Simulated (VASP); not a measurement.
# Hg (P6_3/mmc) in VASP: settings compared

Hg is run at these levels: PBE, r2SCAN; tasks: single point.

All numbers are computed with VASP 6.6.1; they aren't measurements. Logs are shortened: lines on timing, memory, paths and dates and some standing lists are left out, and cuts for length are marked.

## 1. The cell of the first run

The structure is hexagonal, space group P6_3/mmc (No. 194). Conventional cell: a = 3.235 Å, b = 3.235 Å, c = 5.538 Å, α = 90.00°, β = 90.00°, γ = 120.00°. Within 4.3 Å of Hg (site symmetry -6m2) lie 12 Hg at 3.24 to 3.34 Å.

## 2. Single point, PBE

Contents of INCAR:

```
SYSTEM = Hg
PREC = Accurate
ENCUT = 520
EDIFF = 1E-6
ISMEAR = -1
SIGMA = 0.02
LREAL = .False.
LASPH = .True.
NELM = 60
ALGO = Normal
ISIF = 2
LWAVE = .False.
LCHARG = .True.
GGA = PE
LELF = .True.
LVHAR = .True.
NBANDS = 19
```

Contents of KPOINTS:

```
Automatic mesh
0
Gamma
  6 6 4
  0 0 0.5
```

Contents of POSCAR:

```
Hg
1.0
    3.2353744056      0.0000000000      0.0000000000
   -1.6176872028      2.8019164260      0.0000000000
    0.0000000000      0.0000000000      5.5382539435
Hg
2
Direct
    0.6666666667      0.3333333333      0.7500000000
    0.3333333333      0.6666666667      0.2500000000
```

Potentials or basis: VASP PAW PBE potentials, release 64 (Hg).

Launch:

```console
$ cat potpaw_PBE.64/Hg/POTCAR > POTCAR
$ mpirun -np 1 vasp_std > vasp.out
```

OUTCAR:

```text
SYSTEM = Hg
   PREC = Accurate
   ENCUT = 520
   EDIFF = 1E-6
   ISMEAR = -1
   LREAL = .False.
   LASPH = .True.
   NELM = 60
   ISIF = 2
   GGA = PE

 ion  position               nearest neighbor table
   1  0.667  0.333  0.750-   2 3.34   2 3.34   2 3.34   2 3.34   2 3.34   2 3.34
   2  0.333  0.667  0.250-   1 3.34   1 3.34   1 3.34   1 3.34   1 3.34   1 3.34

  LATTYP: Found a hexagonal cell.
 ALAT       =     3.2353744056
 C/A-ratio  =     1.7117814661

  Lattice vectors:

 A1 = (   3.2353744056,   0.0000000000,   0.0000000000)
 A2 = (  -1.6176872028,   2.8019164260,   0.0000000000)
 A3 = (   0.0000000000,   0.0000000000,   5.5382539435)

Analysis of symmetry for initial positions (statically):
=====================================================================
 Subroutine PRICEL returns:
 Original cell was already a primitive cell.

 Routine SETGRP: Setting up the symmetry group for a
 hexagonal supercell.

 Subroutine GETGRP returns: Found 24 space group operations
 (whereof 12 operations were pure point group operations)
 out of a pool of 24 trial point group operations.

The static configuration has the point symmetry D_3d.
 The point group associated with its full space group is D_6h.

Analysis of symmetry for dynamics (positions and initial velocities):
=====================================================================
 Subroutine PRICEL returns:
 Original cell was already a primitive cell.

 Routine SETGRP: Setting up the symmetry group for a
 hexagonal supercell.

 Subroutine GETGRP returns: Found 24 space group operations
 (whereof 12 operations were pure point group operations)
 out of a pool of 24 trial point group operations.

The dynamic configuration has the point symmetry D_3d.
 The point group associated with its full space group is D_6h.

 Subroutine INISYM returns: Found 24 space group operations
 (whereof 12 operations are pure point group operations),
 and found     1 'primitive' translations

----------------------------------------------------------------------------------------

                                     Primitive cell

  volume of cell :      50.2056

  direct lattice vectors                    reciprocal lattice vectors
[... 68 lines left out ...]
   ISTART =      0    job   : 0-new  1-cont  2-samecut
   ICHARG =      2    charge: 1-file 2-atom 10-const
   ISPIN  =      1    spin polarized calculation?
   LNONCOLLINEAR =      F non collinear calculations
   LSORBIT =      F    spin-orbit coupling
   LASPH  =      T    aspherical Exc in radial PAW
   ENCUT  =  520.0 eV  38.22 Ry    6.18 a.u.   6.02  6.02 10.30*2*pi/ulx,y,z
   NELM   =     60;   NELMIN=  2; NELMDL= -5     # of ELM steps
   EDIFF  = 0.1E-05   stopping-criterion for ELM
   LREAL  =      F    real-space projection
   EDIFFG = 0.1E-04   stopping-criterion for IOM
   NSW    =      0    number of steps for IOM
   IBRION =     -1    ionic relax: 0-MD 1-quasi-New 2-CG
   NFREE  =      0    steps in history (QN), initial steepest desc. (CG)
   ISIF   =      2    stress and relaxation
   ISYM   =      2    0-nonsym 1-usesym 2-fastsym
   POTIM  = 0.5000    time-step for ionic-motion
   TEBEG  =    0.0;   TEEND  =   0.0 temperature during run
   PSTRESS=    0.0 pullay stress
   NELECT =      24.0000    total number of electrons
   NUPDOWN=      -1.0000    fix difference up-down
   EMIN   =  10.00;   EMAX   =-10.00  energy-range for DOS
   EFERMI =   0.00;   METHOD = LEGACY
   ISMEAR =    -1;   SIGMA  =   0.02  broadening in eV -4-tet -1-fermi 0-gaus
   EFERMI_NEDOS =   21; number of points for ismear=-14 and -15
   IALGO  =     38    algorithm
   IMIX   =      4    mixing-type and parameters
     AMIX     =   0.40;   BMIX     =  1.00
     AMIX_MAG =   1.60;   BMIX_MAG =  1.00
  volume/ion in A,a.u.               =      25.10       169.40
  Fermi-wavevector in a.u.,A,eV,Ry     =   1.280052  2.418948 22.293607  1.638534
  Thomas-Fermi vector in A             =   2.412502
   LORBIT       =      0    0 simple, 1 ext, 2 COOP (PROOUT), +10 PAW based schemes
   GGA     = PE    functional components
   LHFCALC =     F    Hartree Fock is set to
   AEXX    =    0.0000 exact exchange contribution
   IVDW    =     0    specifies the selected vdW correction
   LEPSILON=     F    determine dielectric tensor
   LRPA    =     F    only Hartree local field effects (RPA)
 non-spin polarized calculation
  energy-cutoff  :      520.00
  volume of cell :       50.21
 maximum number of plane-waves:      1371
   NGX = 13   NGY = 13   NGZ = 21

 number of electron      23.9999995 magnetization

 Free energy of the ion-electron system (eV)
  ---------------------------------------------------
  ext. energy  EPLUGINS =         0.00000000
  ---------------------------------------------------
  free energy    TOTEN  =        -0.26236147 eV

  energy without entropy =       -0.25836733  energy(sigma->0) =       -0.26036440

 E-fermi :   2.0146     XC(G=0): -10.5178

 val. band max:        1.9935435685   @ k =   0.3333   0.1667   0.1250
 cond. band min:       2.0580353641   @ k =   0.0000   0.0000   0.1250
 fundamental gap:      0.0644917956
 Fermi energy:         2.0146165059

 k-point     1 :       0.0000    0.0000    0.1250
  band No.  band energies     occupation
      1      -6.2026      2.00000
      2      -5.4592      2.00000
      3      -4.6650      2.00000
      4      -4.5070      2.00000
      5      -4.5070      2.00000
      6      -4.4119      2.00000
[... 285 lines left out ...]
      6      -4.3105      2.00000
[... 11 lines left out ...]
     18      12.0699      0.00000
     19      14.1385      0.00000

------------------------ aborting loop because EDIFF is reached ----------------------------------------

  FORCE on cell =-STRESS in cart. coord.  units (eV):
  Direction    XX          YY          ZZ          XY          YZ          ZX
  --------------------------------------------------------------------------------------
  -------------------------------------------------------------------------------------
  Total        1.2913217      1.2913217      0.3730312      0.0000000     -0.0000000      0.0000000
  in kB       41.2090362     41.2090362     11.9042805      0.0000000     -0.0000000      0.0000000
  external PRESSURE =      31.4407843 kB  Pullay stress =       0.0000000 kB

 VOLUME and BASIS-vectors are now :
 -----------------------------------------------------------------------------
  energy-cutoff  :      520.00
  volume of cell :       50.21
      direct lattice vectors                 reciprocal lattice vectors
     3.235374406  0.000000000  0.000000000     0.309083239  0.178449291  0.000000000
    -1.617687203  2.801916426  0.000000000     0.000000000  0.356898582  0.000000000
     0.000000000  0.000000000  5.538253943     0.000000000  0.000000000  0.180562323

 POSITION                                       TOTAL-FORCE (eV/Angst)
 -----------------------------------------------------------------------------------
      1.61769      0.93397      4.15369        -0.000000      0.000000      0.000000
     -0.00000      1.86794      1.38456         0.000000     -0.000000      0.000000
 -----------------------------------------------------------------------------------
    total drift:                               -0.000000      0.000000     -0.000000

  FREE ENERGIE OF THE ION-ELECTRON SYSTEM (eV)
  ---------------------------------------------------
  free  energy   TOTEN  =        -0.2623614740 eV

  energy  without entropy=       -0.2583673289  energy(sigma->0) =       -0.26036440
```

OSZICAR:

```text
N       E                     dE             d eps       ncg     rms          rms(c)
DAV:   1     0.179044682001E+03    0.17904E+03   -0.12460E+04   532   0.122E+03
DAV:   2     0.381802848001E+01   -0.17523E+03   -0.16704E+03   553   0.313E+02
DAV:   3    -0.305264003652E+00   -0.41233E+01   -0.41110E+01   599   0.532E+01
DAV:   4    -0.311814112355E+00   -0.65501E-02   -0.65496E-02   570   0.204E+00
DAV:   5    -0.311824355996E+00   -0.10244E-04   -0.10244E-04   605   0.790E-02    0.420E+00
DAV:   6    -0.265079035241E+00    0.46745E-01   -0.11085E-01   585   0.347E+00    0.317E+00
DAV:   7    -0.262376808260E+00    0.27022E-02   -0.22946E-02   607   0.135E+00    0.112E+00
DAV:   8    -0.262305288714E+00    0.71520E-04   -0.35137E-03   567   0.652E-01    0.721E-02
DAV:   9    -0.262328213883E+00   -0.22925E-04   -0.20350E-05   624   0.451E-02    0.235E-02
DAV:  10    -0.262361563164E+00   -0.33349E-04   -0.34862E-05   564   0.475E-02    0.506E-03
DAV:  11    -0.262361473999E+00    0.89165E-07   -0.61517E-07   402   0.736E-03
   1 F= -.26236147E+00 E0= -.26036440E+00  d E =-.399415E-02
```

Wall time 16 s (1 thread of AMD EPYC 7R13 (Zen 3), shared host); peak memory 0.13 GiB.

What came out:

* Free energy: -0.2624 eV
* Pressure: 3.1 GPa
* Band gap on the k mesh: zero (band 12 reaches 1.99 eV, above the bottom of band 13 at 1.79 eV)

Stress tensor (GPa, compression positive):
```
4.12 0.00 0.00
0.00 4.12 0.00
0.00 0.00 1.19
```

Caveat: the k points lie up to 0.37 Å⁻¹ apart; spin-orbit coupling is left out, which moves the levels of the heavy elements.

## 3. Single point, PBE

Contents of INCAR:

```
SYSTEM = Hg
PREC = Accurate ; ENCUT = 520
EDIFF = 1E-6 ; ISMEAR = -1
SIGMA = 0.02 ; LREAL = .False.
LASPH = .True. ; NELM = 100
ALGO = Normal ; ISIF = 2
LWAVE = .False. ; LCHARG = .True.
GGA = PE ; LELF = .True.
LVHAR = .True. ; NBANDS = 19
```

Contents of KPOINTS:

```
Automatic mesh
0
Gamma
  6 6 4
  0 0 0
```

POSCAR is that of step 2.

Potentials or basis: VASP PAW PBE potentials, release 64 (Hg).

Launch:

```console
$ cat potpaw_PBE.64/Hg/POTCAR > POTCAR
$ mpirun -np 1 vasp_std > vasp.out
```

Run time: 25 s. Hardware: 1 thread of AMD EPYC 7R13 (Zen 3), shared host; peak memory 0.14 GiB.

Results (log left out):

| Quantity | Value |
| --- | --- |
| Free energy | -0.2526 eV |
| Pressure | 2.3 GPa |
| Band gap on the k mesh | zero (band 12 reaches 2.02 eV, above the bottom of band 13 at 0.74 eV) |

Stress tensor (GPa, compression positive):
```
1.33 0.00 0.00
0.00 1.33 0.00
0.00 0.00 4.09
```

Levels at points of the mesh, in eV from the Fermi level:
```tsv
k point	band 8	band 9	band 10	band 11	band 12	band 13	band 14	band 15	band 16	band 17
(0.00, 0.00, 0.00)	-6.09	-6.09	-5.59	-5.59	-1.93	-1.24	12.97	13.00	13.00	13.53
(0.50, 0.00, 0.00)	-5.54	-5.45	-5.39	-1.93	-1.68	2.44	2.81	4.14	7.01	7.55
(0.00, 0.00, 0.50)	-6.09	-5.78	-5.78	-5.78	-5.78	5.79	5.79	13.79	13.79	13.94
(0.50, 0.00, 0.50)	-5.58	-5.42	-5.42	-0.90	-0.90	-0.02	-0.02	9.16	9.16	9.44
```

Caveat: the k points lie up to 0.37 Å⁻¹ apart; spin-orbit coupling is left out, which moves the levels of the heavy elements.

## 4. Single point, r2SCAN

POSCAR is that of step 3.

Contents of INCAR.step1:

```
SYSTEM = Hg
PREC     = Accurate       ! precision mode
ENCUT    = 520            ! plane-wave cutoff, eV
ISMEAR   = -1             ! smearing method
SIGMA    = 0.02           ! smearing width, eV
LREAL    = .FALSE.        ! projectors in reciprocal space
LASPH    = .TRUE.         ! aspherical terms in the spheres
NELM     = 60             ! most SCF steps
NBANDS   = 19             ! bands
GGA      = PE             ! functional
ALGO     = Normal         ! electronic algorithm
EDIFF    = 1E-4           ! SCF threshold, eV
LWAVE    = .TRUE.         ! write WAVECAR
LCHARG   = .FALSE.        ! write CHGCAR
```

Contents of INCAR.step2:

```
SYSTEM = Hg
PREC     = Accurate       ! precision mode
ENCUT    = 520            ! plane-wave cutoff, eV
EDIFF    = 1E-6           ! SCF threshold, eV
ISMEAR   = -1             ! smearing method
SIGMA    = 0.02           ! smearing width, eV
LREAL    = .FALSE.        ! projectors in reciprocal space
LASPH    = .TRUE.         ! aspherical terms in the spheres
NELM     = 60             ! most SCF steps
ALGO     = Normal         ! electronic algorithm
ISIF     = 2              ! what is computed and relaxed
LWAVE    = .FALSE.        ! write WAVECAR
LCHARG   = .FALSE.        ! write CHGCAR
METAGGA  = R2SCAN         ! meta-GGA
LMIXTAU  = .TRUE.       
NBANDS   = 19             ! bands
ISTART   = 1
```

Contents of KPOINTS:

```
regular mesh
0
G
  6 6 4
  0 0 0
```

Launch:

```console
$ cat potpaw_PBE.64/Hg/POTCAR > POTCAR
$ cp INCAR.step1 INCAR
$ mpirun -np 1 vasp_std > vasp.out
$ cp INCAR.step2 INCAR
$ mpirun -np 1 vasp_std > vasp.out
```

Wall time 90 s (1 thread of AMD EPYC 7R13 (Zen 3), shared host); peak memory 0.14 GiB.

The run converged. Its results:

- Free energy: -98.6518 eV
- Pressure: 1.8 GPa
- Band gap on the k mesh: zero (band 12 reaches 1.89 eV, above the bottom of band 13 at 0.78 eV)

Stress tensor (GPa, compression positive):
```
1.21 0.00 0.00
0.00 1.21 0.00
0.00 0.00 2.94
```

Levels at points of the mesh, in eV from the Fermi level:
```
           k point  band 8  band 9  band 10  band 11  band 12  band 13  band 14  band 15  band 16  band 17
(0.00, 0.00, 0.00)   -6.44   -6.44    -5.94    -5.94    -2.05    -1.10    13.46    13.46    13.51    14.25
(0.50, 0.00, 0.00)   -5.89   -5.79    -5.73    -2.02    -1.66     2.54     2.99     4.39     7.38     7.88
(0.00, 0.00, 0.50)   -6.33   -6.13    -6.13    -6.13    -6.13     6.07     6.07    14.43    14.43    14.43
(0.50, 0.00, 0.50)   -5.92   -5.76    -5.76    -0.93    -0.93     0.09     0.09     9.52     9.52     9.81
```

Caveat: the k points lie up to 0.37 Å⁻¹ apart; the PAW data sets were made with another functional, which shifts forces and pressure a little; spin-orbit coupling is left out, which moves the levels of the heavy elements.

## 5. Overview

| level | k mesh | gap on the mesh (eV) | pressure (GPa) |
| --- | --- | --- | --- |
| PBE | 6 × 6 × 4, shifted | none | 3.1 |
| PBE | 6 × 6 × 4 | none | 2.3 |
| r2SCAN | 6 × 6 × 4 | none | 1.8 |

Alike in all rows: task single point; potentials or basis VASP PAW PBE potentials, release 64 (Hg); no spin polarisation; cell as given; cutoff (eV) 520; smearing fermi-dirac 0.02 eV.

Caveats: all runs use coarse meshes; spin-orbit coupling is left out, which moves the levels of the heavy elements; the PAW data sets were made with another functional, which shifts forces and pressure a little (some runs).

Total energies depend on the potentials used, so only differences within one code and one set of settings carry meaning.
